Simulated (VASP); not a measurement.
# CNH5 in VASP: a series of runs, part 2 of 2

VASP 6.6.1. Earlier steps stand in the parts before.

## (3) Relaxation of the atoms, PBE+D3(BJ)

File INCAR:

```
ALGO     = Normal         # electronic algorithm
EDIFF    = 1E-6           # SCF threshold, eV
EDIFFG   = -0.01          # ionic threshold
ENCUT    = 520            # plane-wave cutoff, eV
GGA      = PE             # functional
IBRION   = 2              # ionic algorithm
ISIF     = 2              # what is computed and relaxed
ISMEAR   = 0              # smearing method
ISYM     = 0            
IVDW     = 12             # dispersion correction
LASPH    = T              # aspherical terms in the spheres
LCHARG   = F              # write CHGCAR
LREAL    = F              # projectors in reciprocal space
LWAVE    = F              # write WAVECAR
NELM     = 100            # most SCF steps
NSW      = 100            # ionic steps
PREC     = Accurate       # precision mode
SIGMA    = 0.005          # smearing width, eV
```

File KPOINTS:

```
k-points
0
Gamma
  1 1 1
```

File POSCAR:

```
H5CN
1.0
   14.0000000000      0.0000000000      0.0000000000
    0.0000000000     14.5000000000      0.0000000000
    0.0000000000      0.0000000000     15.0000000000
C N H
1 1 5
Direct
    0.4522980949      0.5040112812      0.4821206315
    0.5513179911      0.4905897483      0.4621759086
    0.4090050754      0.4535017078      0.4443814742
    0.4300042286      0.5762338151      0.4607252730
    0.4365662387      0.4951814369      0.5556185258
    0.5693228229      0.4237661849      0.4853355282
    0.5909949246      0.5370151197      0.5018640604
```

Potentials or basis: VASP PAW PBE potentials, release 64 (C, N, H).

Launch:

```console
$ cat potpaw_PBE.64/C/POTCAR potpaw_PBE.64/N/POTCAR potpaw_PBE.64/H/POTCAR > POTCAR
$ mpirun -np 1 vasp_gam > vasp.out
```

OUTCAR:

```text
EDIFF = 1E-6
   EDIFFG = -0.01
   ENCUT = 520
   GGA = PE
   IBRION = 2
   ISIF = 2
   ISMEAR = 0
   ISYM = 0
   IVDW = 12
   LASPH = T
   LREAL = F
   NELM = 100
   NSW = 100
   PREC = Accurate
 IVDW          = 12

 ion  position               nearest neighbor table
   1  0.452  0.504  0.482-   3 1.11   5 1.13   4 1.14   2 1.43
   2  0.551  0.491  0.462-   7 1.06   6 1.06   1 1.43
   3  0.409  0.454  0.444-   1 1.11
   4  0.430  0.576  0.461-   1 1.14
   5  0.437  0.495  0.556-   1 1.13
   6  0.569  0.424  0.485-   2 1.06
   7  0.591  0.537  0.502-   2 1.06

IMPORTANT INFORMATION: All symmetrisations will be switched off!
NOSYMM: (Re-)initialisation of all symmetry stuff for point group C_1.

----------------------------------------------------------------------------------------

                                     Primitive cell

  volume of cell :    3045.0000

  direct lattice vectors                    reciprocal lattice vectors
    14.000000000  0.000000000  0.000000000     0.071428571  0.000000000  0.000000000
     0.000000000 14.500000000  0.000000000     0.000000000  0.068965517  0.000000000
     0.000000000  0.000000000 15.000000000     0.000000000  0.000000000  0.066666667

  length of vectors
    14.000000000 14.500000000 15.000000000     0.071428571  0.068965517  0.066666667

  position of ions in fractional coordinates (direct lattice)
     0.452298095  0.504011281  0.482120632
     0.551317991  0.490589748  0.462175909
     0.409005075  0.453501708  0.444381474
     0.430004229  0.576233815  0.460725273
     0.436566239  0.495181437  0.555618526
     0.569322823  0.423766185  0.485335528
     0.590994925  0.537015120  0.501864060

  ion indices of the primitive-cell ions
   primitive index   ion index
                 1           1
                 2           2
                 3           3
                 4           4
                 5           5
                 6           6
                 7           7

----------------------------------------------------------------------------------------

 KPOINTS: k-points

Automatic generation of k-mesh.
 Grid dimensions read from file:
 generate k-points for:    1    1    1

 Generating k-lattice:

  Cartesian coordinates                     Fractional coordinates (reciprocal lattice)
     0.071428571  0.000000000  0.000000000     1.000000000  0.000000000  0.000000000
     0.000000000  0.068965517  0.000000000     0.000000000  1.000000000  0.000000000
     0.000000000  0.000000000  0.066666667     0.000000000  0.000000000  1.000000000

  Length of vectors
     0.071428571  0.068965517  0.066666667

  Shift w.r.t. Gamma in fractional coordinates (k-lattice)
     0.000000000  0.000000000  0.000000000

 Subroutine IBZKPT returns following result:
 ===========================================

 Found      1 irreducible k-points:

 Following reciprocal coordinates:
            Coordinates               Weight
  0.000000  0.000000  0.000000      1.000000
   k-points           NKPTS =      1   k-points in BZ     NKDIM =      1   number of bands    NBANDS=     11
   number of dos      NEDOS =    301   number of ions     NIONS =      7
   total plane-waves  NPLWV = ******
   dimension x,y,z NGX =   108 NGY =  108 NGZ =  112
   dimension x,y,z NGXF=   216 NGYF=  216 NGZF=  224
   ions per type =               1   1   5
   NGX,Y,Z   is equivalent  to a cutoff of  12.82, 12.38, 12.41 a.u.
   NGXF,Y,Z  is equivalent  to a cutoff of  25.65, 24.76, 24.83 a.u.
 SYSTEM =  unknown system
   PREC   = accura    normal or accurate (medium, high low for compatibility)
   ISTART =      0    job   : 0-new  1-cont  2-samecut
   ICHARG =      2    charge: 1-file 2-atom 10-const
   ISPIN  =      1    spin polarized calculation?
   LNONCOLLINEAR =      F non collinear calculations
   LSORBIT =      F    spin-orbit coupling
   LASPH  =      T    aspherical Exc in radial PAW
   ENCUT  =  520.0 eV  38.22 Ry    6.18 a.u.  26.03 26.96 27.89*2*pi/ulx,y,z
   NELM   =    100;   NELMIN=  2; NELMDL= -5     # of ELM steps
   EDIFF  = 0.1E-05   stopping-criterion for ELM
   LREAL  =      F    real-space projection
   EDIFFG = -.1E-01   stopping-criterion for IOM
   NSW    =    100    number of steps for IOM
   IBRION =      2    ionic relax: 0-MD 1-quasi-New 2-CG
   NFREE  =      1    steps in history (QN), initial steepest desc. (CG)
   ISIF   =      2    stress and relaxation
   ISYM   =      0    0-nonsym 1-usesym 2-fastsym
   POTIM  = 0.5000    time-step for ionic-motion
   TEBEG  =    0.0;   TEEND  =   0.0 temperature during run
   PSTRESS=    0.0 pullay stress
   NELECT =      14.0000    total number of electrons
   NUPDOWN=      -1.0000    fix difference up-down
   EMIN   =  10.00;   EMAX   =-10.00  energy-range for DOS
   EFERMI =   0.00;   METHOD = LEGACY
   ISMEAR =     0;   SIGMA  =   0.01  broadening in eV -4-tet -1-fermi 0-gaus
   EFERMI_NEDOS =   21; number of points for ismear=-14 and -15
   IALGO  =     38    algorithm
   IMIX   =      4    mixing-type and parameters
     AMIX     =   0.40;   BMIX     =  1.00
     AMIX_MAG =   1.60;   BMIX_MAG =  1.00
  volume/ion in A,a.u.               =     435.00      2935.52
  Fermi-wavevector in a.u.,A,eV,Ry     =   0.272221  0.514423  1.008250  0.074104
  Thomas-Fermi vector in A             =   1.112538
   LORBIT       =      0    0 simple, 1 ext, 2 COOP (PROOUT), +10 PAW based schemes
   GGA     = PE    functional components
   LHFCALC =     F    Hartree Fock is set to
   AEXX    =    0.0000 exact exchange contribution
   IVDW    =    12    specifies the selected vdW correction
   LEPSILON=     F    determine dielectric tensor
   LRPA    =     F    only Hartree local field effects (RPA)
 conjugate gradient relaxation of ions
 non-spin polarized calculation
 Gauss-broadening in eV      SIGMA  =   0.01
  energy-cutoff  :      520.00
  volume of cell :     3045.00
 maximum number of plane-waves:     40942
 NGX is ok and might be reduce to   108
   NGX = 53   NGY = 53   NGZ = 55

--------------------------------------- Ionic step        1  -------------------------------------------

 number of electron      14.0000002 magnetization

 Free energy of the ion-electron system (eV)
  ---------------------------------------------------
  ext. energy  EPLUGINS =         0.00000000
  ---------------------------------------------------
  free energy    TOTEN  =       -35.53479912 eV

  energy without entropy =      -35.53479912  energy(sigma->0) =      -35.53479912

------------------------ aborting loop because EDIFF is reached ----------------------------------------

 Edisp (eV)   -0.07283

 E8    (eV) :    -0.0188

  FORCE on cell =-STRESS in cart. coord.  units (eV):
  Direction    XX          YY          ZZ          XY          YZ          ZX
  --------------------------------------------------------------------------------------
  -------------------------------------------------------------------------------------
  Total       1.72228    -3.19501    -1.56974    -0.40778     0.39589    -1.05621
  in kB       0.90621    -1.68111    -0.82595    -0.21456     0.20830    -0.55574
  external pressure =       -0.53 kB  Pullay stress =        0.00 kB
[... 112 lines left out ...]
  FREE ENERGIE OF THE ION-ELECTRON SYSTEM (eV)
  ---------------------------------------------------
  free  energy   TOTEN  =       -35.7038084459 eV

  energy  without entropy=      -35.7038084459  energy(sigma->0) =      -35.70380845

[... ionic steps 4 to 21 ...]

--------------------------------------- Ionic step       22  -------------------------------------------

 number of electron      14.0000000 magnetization

------------------------ aborting loop because EDIFF is reached ----------------------------------------

 Edisp (eV)   -0.07248

 E8    (eV) :    -0.0187
[... 79 lines left out ...]
  energy  without entropy=      -35.7472304460  energy(sigma->0) =      -35.74723045

--------------------------------------- Ionic step       24  -------------------------------------------

 number of electron      14.0000000 magnetization

 Free energy of the ion-electron system (eV)
  ---------------------------------------------------
  ext. energy  EPLUGINS =         0.00000000
  ---------------------------------------------------
  free energy    TOTEN  =       -35.67475534 eV

  energy without entropy =      -35.67475534  energy(sigma->0) =      -35.67475534

 E-fermi :  -5.3013     XC(G=0):  -0.3279

 val. band max:       -5.3435072099   @ k =   0.0000   0.0000   0.0000
 cond. band min:      -0.5892308470   @ k =   0.0000   0.0000   0.0000
 fundamental gap:      4.7542763629
 Fermi energy:        -5.3013438839

 k-point     1 :       0.0000    0.0000    0.0000
  band No.  band energies     occupation
      1     -21.6379      2.00000
      2     -16.1068      2.00000
      3     -11.8848      2.00000
      4     -10.6406      2.00000
      5      -9.6454      2.00000
      6      -8.7153      2.00000
      7      -5.3435      2.00000
      8      -0.5892      0.00000
      9       0.0714      0.00000
     10       0.2920      0.00000
     11       0.3248      0.00000
[... 36 lines left out ...]
  FREE ENERGIE OF THE ION-ELECTRON SYSTEM (eV)
  ---------------------------------------------------
  free  energy   TOTEN  =       -35.7472381153 eV

  energy  without entropy=      -35.7472381153  energy(sigma->0) =      -35.74723812

 reached required accuracy - stopping structural energy minimisation
```

Wall time 37 min (1 thread of Intel Xeon 6975P-C, shared host); peak memory 1.9 GiB.

Results:

| Quantity | Value |
| --- | --- |
| Free energy | -35.7472 eV |
| Energy gained by relaxing | 19.9 meV/atom |
| Ionic steps | 24 |
| Largest force after relaxing | 0.008 eV/Å |
| Gap between the frontier levels | 4.75 eV |
| Dispersion energy per atom | -0.010 eV |

Forces on the atoms (eV/Å):
```
C   -0.007  0.005  0.000
N    0.000 -0.003 -0.002
H    0.000 -0.004 -0.001
H    0.002  0.003  0.001
H   -0.003 -0.001  0.002
H    0.004 -0.006  0.000
H    0.004  0.006  0.000
```

Step by step:
```csv
step,energy change (eV),largest force (eV/Å),pressure (GPa)
1,0.0000,2.2094,-0.05
2,0.4820,6.6780,0.13
3,-0.0962,0.4801,-0.02
4,-0.1181,0.3849,0.02
5,-0.1189,0.4379,0.02
6,-0.1259,0.5720,0.01
7,-0.1267,0.4201,0.02
8,-0.1339,0.2470,0.00
9,-0.1346,0.2179,0.00
10,-0.1364,0.2057,-0.01
11,-0.1364,0.2013,-0.01
12,-0.1380,0.1252,-0.01
13,-0.1384,0.1403,-0.01
14,-0.1391,0.0715,0.00
15,-0.1391,0.0731,0.00
16,-0.1394,0.0418,-0.01
17,-0.1394,0.0505,-0.01
18,-0.1395,0.0283,-0.01
19,-0.1395,0.0333,-0.01
20,-0.1396,0.0298,-0.01
21,-0.1396,0.0298,-0.01
22,-0.1396,0.0152,0.00
23,-0.1396,0.0137,0.00
24,-0.1396,0.0083,0.00
```

Final structure:
```
C N H
1.0
    14.00000    0.00000    0.00000
     0.00000   14.50000    0.00000
     0.00000    0.00000   15.00000
C N H
1 1 5
Direct
  0.45102 0.50426 0.48373
  0.55262 0.48990 0.46421
  0.40837 0.45493 0.44492
  0.43006 0.57366 0.46178
  0.43049 0.49698 0.55463
  0.57336 0.42545 0.48336
  0.59360 0.53512 0.49958
```

Levels at points of the mesh, in eV from the valence-band top:
```tsv
k point	band 3	band 4	band 5	band 6	band 7	band 8	band 9	band 10	band 11
(0.00, 0.00, 0.00)	-6.54	-5.30	-4.30	-3.37	0.00	4.75	5.41	5.64	5.67
```
